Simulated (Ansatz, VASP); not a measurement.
**Two plane-wave programs on Pd3F7**

```xyz
10
Lattice="2.9208 -6.8013 0.0000 2.9208 6.8013 0.0000 0.0000 0.0000 4.0568" Properties=species:S:1:pos:R:3 pbc="T T T"
Pd    0.0000    0.0000    0.0000
Pd    1.4604   -3.4007    0.0000
Pd    1.4604    3.4007    0.0000
F     0.0000    0.0000    2.0284
F     1.4560   -1.4008    0.0000
F     4.3856    1.4008    0.0000
F     1.4560    1.4008    0.0000
F     4.3856   -1.4008    0.0000
F     1.4604   -3.4007    2.0284
F     1.4604    3.4007    2.0284
```

Alike in both runs: task single point; functional PBE; k mesh 4 × 4 × 4; occupations gaussian, width 0.1 eV; no spin polarisation.

```csv
,VASP,Ansatz
version,VASP 6.6.1,Ansatz 0.2.0
potentials or method,"VASP PAW PBE potentials, release 64 (Pd, F), cutoff 600 eV","scalar-relativistic, plane waves, PAW"
valence electrons in the cell,79,103
```

```csv
,VASP,Ansatz,Ansatz less VASP
gap on the k mesh at the Fermi level (eV),none,none,-
pressure (GPa),-0.3,-0.1,+0.22
"traceless stress, the component that is largest in VASP (GPa)",0.82,0.70,-0.119
rms of the force components (eV/Å),0.034,0.034,0.0000
```

Atom by atom the forces differ by 0.005 eV/Å (rms over components). A gap of «none» marks a metal or a gap that the smearing closes. With one functional, cell and mesh, what is left measures potentials, basis and numerics. VASP's potentials hold 79 valence electrons a cell and Ansatz's 103, so a difference there can come from the potentials and not from the codes.

The k mesh is coarse, so the values compare programs but aren't converged.
